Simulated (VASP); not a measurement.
# K (Fm-3m) in VASP: a series of runs

The runs below take K through single point, relaxation of cell and atoms, with LDA.

Everything below comes from runs of VASP 6.6.1. Logs are shortened: lines on timing, memory, paths and dates and some standing lists are left out, and cuts for length are marked.

**1. The cell of the first run**

Symmetry: Fm-3m, No. 225, cubic system. Conventional cell: a = 6.341 Å, b = 6.341 Å, c = 6.341 Å, α = 90.00°, β = 90.00°, γ = 90.00°. Within 5.9 Å of K (site symmetry m-3m) lie 12 K at 4.48 Å.

**2. Single point, LDA**

INCAR

```
  PREC = Accurate
  ENCUT = 520
  EDIFF = 1E-7
  ISMEAR = -1
  SIGMA = 0.05
  LREAL = False
  LASPH = True
  NELM = 100
  ALGO = Normal
  ISIF = 2
  LWAVE = False
  LCHARG = False
  GGA = CA
  NBANDS = 10
```

KPOINTS

```
Automatic mesh
0
Gamma
  11 11 11
```

POSCAR

```
K
1.0
    0.0000000000      3.1707127868      3.1707127868
    3.1707127868      0.0000000000      3.1707127868
    3.1707127868      3.1707127868      0.0000000000
K
1
Direct
    0.0000000000      0.0000000000      0.0000000000
```

Potentials or basis: VASP PAW LDA potentials, release 64 (K_sv).

Run with:

```bash
cat potpaw_LDA.64/K_sv/POTCAR > POTCAR
mpirun -np 1 vasp_std > vasp.out
```

OUTCAR:

```text
PREC = Accurate
   ENCUT = 520
   EDIFF = 1E-7
   ISMEAR = -1
   LREAL = False
   LASPH = True
   NELM = 100
   ISIF = 2
   GGA = CA

 ion  position               nearest neighbor table
   1  0.000  0.000  0.000-

  LATTYP: Found a face centered cubic cell.
 ALAT       =     6.3414255736

  Lattice vectors:

 A1 = (   0.0000000000,   3.1707127868,   3.1707127868)
 A2 = (   3.1707127868,   0.0000000000,   3.1707127868)
 A3 = (   3.1707127868,   3.1707127868,   0.0000000000)

Analysis of symmetry for initial positions (statically):
=====================================================================
 Subroutine PRICEL returns:
 Original cell was already a primitive cell.

 Routine SETGRP: Setting up the symmetry group for a
 face centered cubic supercell.

 Subroutine GETGRP returns: Found 48 space group operations
 (whereof 48 operations were pure point group operations)
 out of a pool of 48 trial point group operations.

The static configuration has the point symmetry O_h .

Analysis of symmetry for dynamics (positions and initial velocities):
=====================================================================
 Subroutine PRICEL returns:
 Original cell was already a primitive cell.

 Routine SETGRP: Setting up the symmetry group for a
 face centered cubic supercell.

 Subroutine GETGRP returns: Found 48 space group operations
 (whereof 48 operations were pure point group operations)
 out of a pool of 48 trial point group operations.

The dynamic configuration has the point symmetry O_h .

 Subroutine INISYM returns: Found 48 space group operations
 (whereof 48 operations are pure point group operations),
 and found     1 'primitive' translations

----------------------------------------------------------------------------------------

                                     Primitive cell

  volume of cell :      63.7530

  direct lattice vectors                    reciprocal lattice vectors
     0.000000000  3.170712787  3.170712787    -0.157693249  0.157693249  0.157693249
     3.170712787  0.000000000  3.170712787     0.157693249 -0.157693249  0.157693249
     3.170712787  3.170712787  0.000000000     0.157693249  0.157693249 -0.157693249

  length of vectors
     4.484065025  4.484065025  4.484065025     0.273132719  0.273132719  0.273132719

  position of ions in fractional coordinates (direct lattice)
     0.000000000  0.000000000  0.000000000

  ion indices of the primitive-cell ions
[... 78 lines left out ...]
   IBRION =     -1    ionic relax: 0-MD 1-quasi-New 2-CG
   NFREE  =      0    steps in history (QN), initial steepest desc. (CG)
   ISIF   =      2    stress and relaxation
   ISYM   =      2    0-nonsym 1-usesym 2-fastsym
   POTIM  = 0.5000    time-step for ionic-motion
   TEBEG  =    0.0;   TEEND  =   0.0 temperature during run
   PSTRESS=    0.0 pullay stress
   NELECT =       9.0000    total number of electrons
   NUPDOWN=      -1.0000    fix difference up-down
   EMIN   =  10.00;   EMAX   =-10.00  energy-range for DOS
   EFERMI =   0.00;   METHOD = LEGACY
   ISMEAR =    -1;   SIGMA  =   0.05  broadening in eV -4-tet -1-fermi 0-gaus
   EFERMI_NEDOS =   21; number of points for ismear=-14 and -15
   IALGO  =     38    algorithm
   IMIX   =      4    mixing-type and parameters
     AMIX     =   0.40;   BMIX     =  1.00
     AMIX_MAG =   1.60;   BMIX_MAG =  1.00
  volume/ion in A,a.u.               =      63.75       430.23
  Fermi-wavevector in a.u.,A,eV,Ry     =   0.852424  1.610847  9.886345  0.726626
  Thomas-Fermi vector in A             =   1.968709
   LORBIT       =      0    0 simple, 1 ext, 2 COOP (PROOUT), +10 PAW based schemes
   GGA     = CA    functional components
   LHFCALC =     F    Hartree Fock is set to
   AEXX    =    0.0000 exact exchange contribution
   IVDW    =     0    specifies the selected vdW correction
   LEPSILON=     F    determine dielectric tensor
   LRPA    =     F    only Hartree local field effects (RPA)
 non-spin polarized calculation
  energy-cutoff  :      520.00
  volume of cell :       63.75
 maximum number of plane-waves:      1759
 NGX is ok and might be reduce to    36
   NGX = 17   NGY = 17   NGZ = 17

 number of electron       8.9999999 magnetization

 Free energy of the ion-electron system (eV)
  ---------------------------------------------------
  ext. energy  EPLUGINS =         0.00000000
  ---------------------------------------------------
  free energy    TOTEN  =        -1.16749208 eV

  energy without entropy =       -1.16092366  energy(sigma->0) =       -1.16420787

 E-fermi :   0.0401     XC(G=0):  -6.2493

 val. band max:        0.0175198535   @ k =   0.4545   0.0000   0.0000
 cond. band min:       0.0700845551   @ k =  -0.2727   0.2727   0.0909
 fundamental gap:      0.0525647015
 Fermi energy:         0.0401096881

 k-point     1 :       0.0000    0.0000    0.0000
  band No.  band energies     occupation
      1     -31.7181      2.00000
      2     -15.3854      2.00000
      3     -15.3854      2.00000
      4     -15.3854      2.00000
      5      -2.3606      2.00000
      6       4.2312      0.00000
      7       4.2312      0.00000
      8       4.2312      0.00000
      9       5.5682      0.00000
     10       5.5682      0.00000
[... 287 lines left out ...]
 k-point    24 :      -0.1818    0.1818    0.0000
  band No.  band energies     occupation
      1     -31.7128      2.00000
      2     -15.4487      2.00000
      3     -15.4118      2.00000
      4     -15.3933      2.00000
      5      -1.2432      2.00000
      6       2.7749      0.00000
      7       3.5438      0.00000
      8       4.6655      0.00000
      9       4.8647      0.00000
     10       6.0163      0.00000

 [... further k-points ...]

------------------------ aborting loop because EDIFF is reached ----------------------------------------

  FORCE on cell =-STRESS in cart. coord.  units (eV):
  Direction    XX          YY          ZZ          XY          YZ          ZX
  --------------------------------------------------------------------------------------
  -------------------------------------------------------------------------------------
  Total        0.0091721      0.0091721      0.0091721     -0.0000000     -0.0000000      0.0000000
  in kB        0.2305046      0.2305046      0.2305046     -0.0000000     -0.0000000      0.0000000
  external PRESSURE =       0.2305046 kB  Pullay stress =       0.0000000 kB

 VOLUME and BASIS-vectors are now :
 -----------------------------------------------------------------------------
  energy-cutoff  :      520.00
  volume of cell :       63.75
      direct lattice vectors                 reciprocal lattice vectors
     0.000000000  3.170712787  3.170712787    -0.157693249  0.157693249  0.157693249
     3.170712787  0.000000000  3.170712787     0.157693249 -0.157693249  0.157693249
     3.170712787  3.170712787  0.000000000     0.157693249  0.157693249 -0.157693249

 POSITION                                       TOTAL-FORCE (eV/Angst)
 -----------------------------------------------------------------------------------
      0.00000      0.00000      0.00000        -0.000000     -0.000000      0.000000
 -----------------------------------------------------------------------------------
    total drift:                               -0.000000     -0.000000     -0.000000

  FREE ENERGIE OF THE ION-ELECTRON SYSTEM (eV)
  ---------------------------------------------------
  free  energy   TOTEN  =        -1.1674920821 eV

  energy  without entropy=       -1.1609236605  energy(sigma->0) =       -1.16420787
```

stdout:

```text
POSCAR found type information on POSCAR K
 POSCAR found :  1 types and       1 ions
 scaLAPACK will be used
 LDA part: xc-table for (Slater(with rela. corr.)+CA(PZ))
 , standard interpolation
 POSCAR, INCAR and KPOINTS ok, starting setup
 FFT: planning ... GRIDC
 FFT: planning ... GRID_SOFT
 FFT: planning ... GRID
 WAVECAR not read
 entering main loop
```

It took 30 s on 1 thread of AMD EPYC 9R45 (Zen 5), shared host; peak memory 0.15 GiB.

Results:

| Quantity | Value |
| --- | --- |
| Free energy | -1.1675 eV |
| Pressure | 0.0 GPa |

**3. Relaxation of cell and atoms, LDA, target pressure 0.041 GPa, at which the enthalpy is minimised**

INCAR

```
SYSTEM = K
PREC     = Accurate       ! precision mode
ENCUT    = 600            ! plane-wave cutoff, eV
EDIFF    = 1E-6           ! SCF threshold, eV
ISMEAR   = -1             ! smearing method
SIGMA    = 0.05           ! smearing width, eV
LREAL    = .FALSE.        ! projectors in reciprocal space
LASPH    = .TRUE.         ! aspherical terms in the spheres
NELM     = 100            ! most SCF steps
ALGO     = Normal         ! electronic algorithm
ISIF     = 3              ! what is computed and relaxed
LWAVE    = .FALSE.        ! write WAVECAR
LCHARG   = .FALSE.        ! write CHGCAR
GGA      = CA             ! functional
IBRION   = 2              ! ionic algorithm
NSW      = 60             ! ionic steps
EDIFFG   = -0.005         ! ionic threshold
PSTRESS  = 0.41000000000000003
```

KPOINTS

```
Automatic mesh
0
G
  11 11 11
  0 0 0
```

POSCAR is that of step 2.

Potentials or basis: VASP PAW LDA potentials, release 64 (K_sv).

Run with:

```bash
cat potpaw_LDA.64/K_sv/POTCAR > POTCAR
mpirun -np 1 vasp_std > vasp.out
```

It took 26 s on 1 thread of AMD EPYC 9R45 (Zen 5), shared host; peak memory 0.15 GiB.

Results (log left out):

```yaml
Free_energy: -1.1675 eV
Pressure_after_relaxing: 0.0 GPa
```

Final structure:
```
K
1.0
     0.00000    3.17071    3.17071
     3.17071    0.00000    3.17071
     3.17071    3.17071    0.00000
K
1
Direct
  0.00000 0.00000 0.00000
```

Levels at points of the mesh, in eV from the Fermi level:
```
           k point  band 1  band 2  band 3  band 4  band 5  band 6  band 7  band 8
(0.00, 0.00, 0.00)  -31.76  -15.43  -15.43  -15.43   -2.40    4.19    4.19    4.19
```

Caveat: the relaxation stopped at its first step, so nothing moved; the cell is relaxed towards a set pressure, so the enthalpy falls and the energy may rise.

**4. Relaxation of cell and atoms, LDA, target pressure 0.041 GPa, at which the enthalpy is minimised**

INCAR

```
SYSTEM = K
PREC = Accurate ; ENCUT = 600
EDIFF = 1E-6 ; ISMEAR = -1
SIGMA = 0.05 ; LREAL = .False.
LASPH = .True. ; NELM = 80
ALGO = Normal ; ISIF = 3
LWAVE = .False. ; LCHARG = .False.
IBRION = 2 ; NSW = 32
EDIFFG = -0.005 ; PSTRESS = 0.41000000000000003
```

KPOINTS

```
Automatic mesh
0
Gamma
  11 11 11
  0 0 0
```

POSCAR is that of step 3.

Run with:

```bash
cat potpaw_LDA.64/K_sv/POTCAR > POTCAR
mpirun -np 1 vasp_std > vasp.out
```

It took 23 s on 1 thread of AMD EPYC 9R45 (Zen 5), shared host; peak memory 0.15 GiB.

The run converged. Its results:

| Property | Result |
| --- | --- |
| Free energy | -1.1675 eV |
| Pressure after relaxing | 0.0 GPa |

Final structure:
```cif
data_structure
_symmetry_space_group_name_H-M 'P 1'
_symmetry_Int_Tables_number 1
_cell_length_a 4.4841
_cell_length_b 4.4841
_cell_length_c 4.4841
_cell_angle_alpha 60.000
_cell_angle_beta 60.000
_cell_angle_gamma 60.000
_cell_volume 63.75
loop_
_atom_site_label
_atom_site_type_symbol
_atom_site_fract_x
_atom_site_fract_y
_atom_site_fract_z
_atom_site_occupancy
K1 K 0.00000 0.00000 0.00000 1
```

Levels at points of the mesh, in eV from the Fermi level:
```
           k point  band 1  band 2  band 3  band 4  band 5  band 6  band 7  band 8
(0.00, 0.00, 0.00)  -31.76  -15.43  -15.43  -15.43   -2.40    4.19    4.19    4.19
```

Caveat: the relaxation stopped at its first step, so nothing moved; the cell is relaxed towards a set pressure, so the enthalpy falls and the energy may rise.
